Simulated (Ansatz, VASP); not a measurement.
## One calculation of Ag, two programs

```xyz
2
Lattice="3.0472 0.0000 0.0000 -1.5236 2.4360 0.0000 0.0000 0.0000 4.7900" Properties=species:S:1:pos:R:3 pbc="T T T"
Ag    0.0000    1.6240    1.1975
Ag    1.5236    0.8120    3.5925
```

Change from the starting cell: strain +0.0400 x Voigt [1, -1, 0, 0, 0, 0], atoms carried along.

Alike in both runs: task single point; functional PBEsol; k mesh 18 × 18 × 10; occupations gaussian, width 0.15 eV; no spin polarisation.

```csv
,VASP,Ansatz
version,VASP 6.6.1,Ansatz 0.2.0
potentials or method,"VASP PAW PBE potentials, release 64 (Ag), cutoff 520 eV","scalar-relativistic, plane waves, PAW"
valence electrons in the cell,22,38
```

|  | VASP | Ansatz | Ansatz less VASP |
| --- | --- | --- | --- |
| gap on the k mesh at the Fermi level (eV) | none | none | - |
| pressure (GPa) | -6.0 | -5.9 | +0.13 |
| traceless stress, the component that is largest in VASP (GPa) | 1.98 | 1.99 | +0.009 |
| rms of the force components (eV/Å) | 0.043 | 0.043 | +0.0001 |

VASP's potentials were made for PBE, not for PBEsol. Atom by atom the forces differ by 0.000 eV/Å (rms over components). A gap of «none» marks a metal or a gap that the smearing closes. VASP's potentials hold 22 valence electrons a cell and Ansatz's 38, so a difference there can come from the potentials and not from the codes.
